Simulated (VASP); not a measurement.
# Na (Im-3m) in VASP: further runs

Runs on Na. Level: revPBE. Tasks: single point.

Everything below comes from runs of VASP 6.6.1. Logs are shortened: lines on timing, memory, paths and dates and some standing lists are left out, and cuts for length are marked.

## (1) The cell of the first run

Symmetry: Im-3m, No. 229, cubic system. Conventional cell: a = 4.283 Å, b = 4.283 Å, c = 4.283 Å, α = 90.00°, β = 90.00°, γ = 90.00°. Within 4.9 Å of Na (site symmetry m-3m) lie 14 Na at 3.71 to 4.28 Å.

## (2) Single point, revPBE

Contents of INCAR:

```
ALGO = Normal
EDIFF = 1E-6
ENCUT = 520
GGA = RE
ISIF = 2
ISMEAR = -1
LASPH = T
LCHARG = T
LELF = T
LREAL = F
LVHAR = T
LWAVE = F
NBANDS = 10
NELM = 100
PREC = Accurate
SIGMA = 0.1
```

Contents of KPOINTS:

```
k-points
0
Gamma
  11 11 11
```

Contents of POSCAR:

```
Na
1.0
   -2.1416585443      2.1416585443      2.1416585443
    2.1416585443     -2.1416585443      2.1416585443
    2.1416585443      2.1416585443     -2.1416585443
Na
1
Direct
    0.0000000000      0.0000000000      0.0000000000
```

Potentials or basis: VASP PAW PBE potentials, release 64 (Na_pv).

The run is started by

```bash
> cat potpaw_PBE.64/Na_pv/POTCAR > POTCAR
> mpirun -np 1 vasp_std > vasp.out
```

OUTCAR:

```text
EDIFF = 1E-6
   ENCUT = 520
   GGA = RE
   ISIF = 2
   ISMEAR = -1
   LASPH = T
   LREAL = F
   NELM = 100
   PREC = Accurate

 ion  position               nearest neighbor table
   1  0.000  0.000  0.000-

  LATTYP: Found a body centered cubic cell.
 ALAT       =     4.2833170886

  Lattice vectors:

 A1 = (  -2.1416585443,   2.1416585443,   2.1416585443)
 A2 = (   2.1416585443,  -2.1416585443,   2.1416585443)
 A3 = (   2.1416585443,   2.1416585443,  -2.1416585443)

Analysis of symmetry for initial positions (statically):
=====================================================================
 Subroutine PRICEL returns:
 Original cell was already a primitive cell.

 Routine SETGRP: Setting up the symmetry group for a
 body centered cubic supercell.

 Subroutine GETGRP returns: Found 48 space group operations
 (whereof 48 operations were pure point group operations)
 out of a pool of 48 trial point group operations.

The static configuration has the point symmetry O_h .

Analysis of symmetry for dynamics (positions and initial velocities):
=====================================================================
 Subroutine PRICEL returns:
 Original cell was already a primitive cell.

 Routine SETGRP: Setting up the symmetry group for a
 body centered cubic supercell.

 Subroutine GETGRP returns: Found 48 space group operations
 (whereof 48 operations were pure point group operations)
 out of a pool of 48 trial point group operations.

The dynamic configuration has the point symmetry O_h .

 Subroutine INISYM returns: Found 48 space group operations
 (whereof 48 operations are pure point group operations),
 and found     1 'primitive' translations

----------------------------------------------------------------------------------------

                                     Primitive cell

  volume of cell :      39.2926

  direct lattice vectors                    reciprocal lattice vectors
    -2.141658544  2.141658544  2.141658544     0.000000000  0.233463920  0.233463920
     2.141658544 -2.141658544  2.141658544     0.233463920  0.000000000  0.233463920
     2.141658544  2.141658544 -2.141658544     0.233463920  0.233463920  0.000000000

  length of vectors
     3.709461411  3.709461411  3.709461411     0.330167843  0.330167843  0.330167843

  position of ions in fractional coordinates (direct lattice)
     0.000000000  0.000000000  0.000000000

  ion indices of the primitive-cell ions
   primitive index   ion index
                 1           1

----------------------------------------------------------------------------------------

 KPOINTS: k-points

Automatic generation of k-mesh.
 Grid dimensions read from file:
 generate k-points for:   11   11   11

 Generating k-lattice:

  Cartesian coordinates                     Fractional coordinates (reciprocal lattice)
     0.000000000  0.021223993  0.021223993     0.090909091  0.000000000  0.000000000
     0.021223993  0.000000000  0.021223993     0.000000000  0.090909091  0.000000000
     0.021223993  0.021223993  0.000000000     0.000000000  0.000000000  0.090909091

  Length of vectors
     0.030015258  0.030015258  0.030015258

  Shift w.r.t. Gamma in fractional coordinates (k-lattice)
     0.000000000  0.000000000  0.000000000

 Subroutine IBZKPT returns following result:
 ===========================================

 Found     56 irreducible k-points:

 Following reciprocal coordinates:
            Coordinates               Weight
  0.000000  0.000000  0.000000      1.000000
  0.090909  0.000000  0.000000     12.000000
  0.181818  0.000000  0.000000     12.000000
  0.272727  0.000000  0.000000     12.000000
  0.363636  0.000000  0.000000     12.000000
  0.454545  0.000000  0.000000     12.000000
[... 16 lines left out ...]
  0.272727  0.181818  0.090909     48.000000
  0.363636  0.181818  0.090909     24.000000
 [... further k-points ...]
   k-points           NKPTS =     56   k-points in BZ     NKDIM =     56   number of bands    NBANDS=     10
   number of dos      NEDOS =    301   number of ions     NIONS =      1
   total plane-waves  NPLWV =  21952
   dimension x,y,z NGX =    28 NGY =   28 NGZ =   28
   dimension x,y,z NGXF=    56 NGYF=   56 NGZF=   56
   ions per type =               1
   NGX,Y,Z   is equivalent  to a cutoff of  12.55, 12.55, 12.55 a.u.
   NGXF,Y,Z  is equivalent  to a cutoff of  25.10, 25.10, 25.10 a.u.
 SYSTEM =  unknown system
   PREC   = accura    normal or accurate (medium, high low for compatibility)
   ISTART =      0    job   : 0-new  1-cont  2-samecut
   ICHARG =      2    charge: 1-file 2-atom 10-const
   ISPIN  =      1    spin polarized calculation?
   LNONCOLLINEAR =      F non collinear calculations
   LSORBIT =      F    spin-orbit coupling
   LASPH  =      T    aspherical Exc in radial PAW
   ENCUT  =  520.0 eV  38.22 Ry    6.18 a.u.   6.90  6.90  6.90*2*pi/ulx,y,z
   NELM   =    100;   NELMIN=  2; NELMDL= -5     # of ELM steps
   EDIFF  = 0.1E-05   stopping-criterion for ELM
   LREAL  =      F    real-space projection
   EDIFFG = 0.1E-04   stopping-criterion for IOM
   NSW    =      0    number of steps for IOM
   IBRION =     -1    ionic relax: 0-MD 1-quasi-New 2-CG
   NFREE  =      0    steps in history (QN), initial steepest desc. (CG)
   ISIF   =      2    stress and relaxation
   ISYM   =      2    0-nonsym 1-usesym 2-fastsym
   POTIM  = 0.5000    time-step for ionic-motion
   TEBEG  =    0.0;   TEEND  =   0.0 temperature during run
   PSTRESS=    0.0 pullay stress
   NELECT =       7.0000    total number of electrons
   NUPDOWN=      -1.0000    fix difference up-down
   EMIN   =  10.00;   EMAX   =-10.00  energy-range for DOS
   EFERMI =   0.00;   METHOD = LEGACY
   ISMEAR =    -1;   SIGMA  =   0.10  broadening in eV -4-tet -1-fermi 0-gaus
   EFERMI_NEDOS =   21; number of points for ismear=-14 and -15
   IALGO  =     38    algorithm
   IMIX   =      4    mixing-type and parameters
     AMIX     =   0.40;   BMIX     =  1.00
     AMIX_MAG =   1.60;   BMIX_MAG =  1.00
  volume/ion in A,a.u.               =      39.29       265.16
  Fermi-wavevector in a.u.,A,eV,Ry     =   0.921165  1.740749 11.545147  0.848544
  Thomas-Fermi vector in A             =   2.046551
   LORBIT       =      0    0 simple, 1 ext, 2 COOP (PROOUT), +10 PAW based schemes
   GGA     = RE    functional components
   LHFCALC =     F    Hartree Fock is set to
   AEXX    =    0.0000 exact exchange contribution
   IVDW    =     0    specifies the selected vdW correction
   LEPSILON=     F    determine dielectric tensor
   LRPA    =     F    only Hartree local field effects (RPA)
 non-spin polarized calculation
  energy-cutoff  :      520.00
  volume of cell :       39.29
 maximum number of plane-waves:      1072
   NGX = 13   NGY = 13   NGZ = 13

 number of electron       7.0000011 magnetization

 Free energy of the ion-electron system (eV)
  ---------------------------------------------------
  ext. energy  EPLUGINS =         0.00000000
  ---------------------------------------------------
  free energy    TOTEN  =        -1.21238923 eV

  energy without entropy =       -1.19784361  energy(sigma->0) =       -1.20511642

 E-fermi :   0.2946     XC(G=0):  -6.2317

 val. band max:        0.2405064448   @ k =  -0.3636   0.4545   0.0909
 cond. band min:       0.3716012266   @ k =   0.1818   0.1818   0.1818
 fundamental gap:      0.1310947817
 Fermi energy:         0.2945716288

 k-point     1 :       0.0000    0.0000    0.0000
  band No.  band energies     occupation
      1     -24.6894      2.00000
      2     -24.6894      2.00000
      3     -24.6894      2.00000
      4      -2.8810      2.00000
      5      11.6709      0.00000
      6      11.6710      0.00000
      7      11.6710      0.00000
      8      12.5832      0.00000
      9      12.5832      0.00000
     10      13.0587      0.00000

 k-point     2 :       0.0909    0.0000    0.0000
  band No.  band energies     occupation
      1     -24.6916      2.00000
      2     -24.6901      2.00000
      3     -24.6894      2.00000
      4      -2.7413      2.00000
      5       9.9794      0.00000
      6      10.8576      0.00000
      7      11.1505      0.00000
      8      11.6278      0.00000
      9      12.0193      0.00000
     10      13.4145      0.00000

 k-point     3 :       0.1818    0.0000    0.0000
  band No.  band energies     occupation
      1     -24.6977      2.00000
      2     -24.6922      2.00000
      3     -24.6893      2.00000
      4      -2.3246      2.00000
      5       7.6897      0.00000
      6       9.8481      0.00000
      7      10.3864      0.00000
      8      10.6690      0.00000
      9      11.5651      0.00000
     10      13.6711      0.00000

 k-point     4 :       0.2727    0.0000    0.0000
  band No.  band energies     occupation
      1     -24.7056      2.00000
      2     -24.6949      2.00000
      3     -24.6893      2.00000
      4      -1.6370      2.00000
      5       5.5740      0.00000
      6       9.0607      0.00000
      7       9.7683      0.00000
      8       9.9449      0.00000
      9      11.0008      0.00000
     10      14.2759      0.00000

 k-point     5 :       0.3636    0.0000    0.0000
  band No.  band energies     occupation
      1     -24.7128      2.00000
      2     -24.6974      2.00000
      3     -24.6893      2.00000
      4      -0.6891      1.99989
      5       3.6727      0.00000
      6       8.5301      0.00000
      7       9.3494      0.00000
      8       9.4627      0.00000
      9      10.5415      0.00000
     10      14.9968      0.00000

 k-point     6 :       0.4545    0.0000    0.0000
  band No.  band energies     occupation
      1     -24.7171      2.00000
      2     -24.6989      2.00000
      3     -24.6893      2.00000
      4       0.4933      0.24102
      5       2.0140      0.00000
      6       8.2638      0.00000
      7       9.1391      0.00000
      8       9.2220      0.00000
      9      10.2924      0.00000
     10      15.7650      0.00000
[... 183 lines left out ...]
 k-point    21 :      -0.0909    0.0909    0.0909
  band No.  band energies     occupation
      1     -24.6922      2.00000
      2     -24.6909      2.00000
      3     -24.6909      2.00000
      4      -2.6021      2.00000
      5       9.8457      0.00000
      6       9.8457      0.00000
      7      10.1128      0.00000
      8      11.4642      0.00000
      9      11.9391      0.00000
     10      13.5267      0.00000

 k-point    22 :       0.1818    0.1818    0.0909
  band No.  band energies     occupation
      1     -24.7111      2.00000
      2     -24.6964      2.00000
      3     -24.6929      2.00000
      4      -0.5551      1.99959
      5       4.8700      0.00000
      6       5.4382      0.00000
      7       7.0637      0.00000
      8      13.3123      0.00000
      9      13.8623      0.00000
     10      15.0910      0.00000

 k-point    23 :       0.2727    0.1818    0.0909
  band No.  band energies     occupation
      1     -24.7124      2.00000
      2     -24.7001      2.00000
      3     -24.6935      2.00000
      4       0.5014      0.22439
      5       3.3586      0.00000
      6       4.8580      0.00000
      7       6.6181      0.00000
      8      13.2305      0.00000
      9      14.3637      0.00000
     10      15.1473      0.00000

 k-point    24 :       0.3636    0.1818    0.0909
  band No.  band energies     occupation
      1     -24.7124      2.00000
      2     -24.7021      2.00000
      3     -24.6936      2.00000
      4       1.5872      0.00000
      5       2.0655      0.00000
      6       4.7120      0.00000
      7       6.4761      0.00000
      8      13.1407      0.00000
      9      14.4899      0.00000
     10      15.5780      0.00000

 [... further k-points ...]

------------------------ aborting loop because EDIFF is reached ----------------------------------------

  FORCE on cell =-STRESS in cart. coord.  units (eV):
  Direction    XX          YY          ZZ          XY          YZ          ZX
  --------------------------------------------------------------------------------------
  -------------------------------------------------------------------------------------
  Total        0.0076378      0.0076378      0.0076378     -0.0000000      0.0000000     -0.0000000
  in kB        0.3114369      0.3114369      0.3114369     -0.0000000      0.0000000     -0.0000000
  external PRESSURE =       0.3114369 kB  Pullay stress =       0.0000000 kB

 VOLUME and BASIS-vectors are now :
 -----------------------------------------------------------------------------
  energy-cutoff  :      520.00
  volume of cell :       39.29
      direct lattice vectors                 reciprocal lattice vectors
    -2.141658544  2.141658544  2.141658544     0.000000000  0.233463920  0.233463920
     2.141658544 -2.141658544  2.141658544     0.233463920  0.000000000  0.233463920
     2.141658544  2.141658544 -2.141658544     0.233463920  0.233463920  0.000000000

 POSITION                                       TOTAL-FORCE (eV/Angst)
 -----------------------------------------------------------------------------------
      0.00000      0.00000      0.00000         0.000000     -0.000000     -0.000000
 -----------------------------------------------------------------------------------
    total drift:                               -0.000000     -0.000000     -0.000000

  FREE ENERGIE OF THE ION-ELECTRON SYSTEM (eV)
  ---------------------------------------------------
  free  energy   TOTEN  =        -1.2123892329 eV

  energy  without entropy=       -1.1978436084  energy(sigma->0) =       -1.20511642
```

Run time: 6.7 s. Hardware: 1 thread of Intel Xeon 6975P-C (Granite Rapids), shared host; peak memory 0.15 GiB.

What came out:

```yaml
Free_energy: -1.2124 eV
Pressure: 0.0 GPa
Band_gap_on_the_k_mesh: zero (an odd number of electrons rules out a gap without spin polarisation)
```

Caveat: the PAW data sets were made with another functional, which shifts forces and pressure a little.

(Continued in part 2 of 2.)
